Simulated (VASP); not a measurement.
AlNi, 2 atoms in the cell. The structure is orthorhombic, space group Pmmm (No. 47). Conventional cell: a = 2.869 Å, b = 3.068 Å, c = 3.173 Å, α = 90.00°, β = 90.00°, γ = 90.00°. Within 3.5 Å of Al (site symmetry mmm) lie 8 Ni at 2.63 Å and 6 Al at 2.87 to 3.17 Å. Ni (site symmetry mmm) has 8 Al at 2.63 Å and 6 Ni at 2.87 to 3.17 Å within 3.5 Å.  This cell differs from its parent crystal: normal strain along x +0.0733, normal strain along y +0.1100.

- Program: VASP 6.6.1
- Task: single point
- Functional: PBEsol
- Potentials or basis: VASP PAW PBE potentials, release 64 (Al, Ni)
- Cutoff: 520 eV
- k mesh: 16 × 16 × 16
- Occupations: gaussian, width 0.15 eV
- Spin: no spin polarisation
- Dipole correction: no
- Further INCAR settings: ALGO = Fast; EDIFF = 1e-06; NBANDS = 14

Potentials or basis: VASP PAW PBE potentials, release 64 (Al, Ni).

Run with:

```console
$ cat potpaw_PBE.64/Al/POTCAR potpaw_PBE.64/Ni/POTCAR > POTCAR
$ mpirun -np 1 vasp_std > vasp.out
```

Hardware: 1 thread of Intel Xeon 6975P-C, with other jobs on the host.

How long does it take, and how much memory?

It took 4.5 min on 1 thread of Intel Xeon 6975P-C (shared host), peak memory 0.54 GiB. Counts: scf iterations 15, k points 1170.
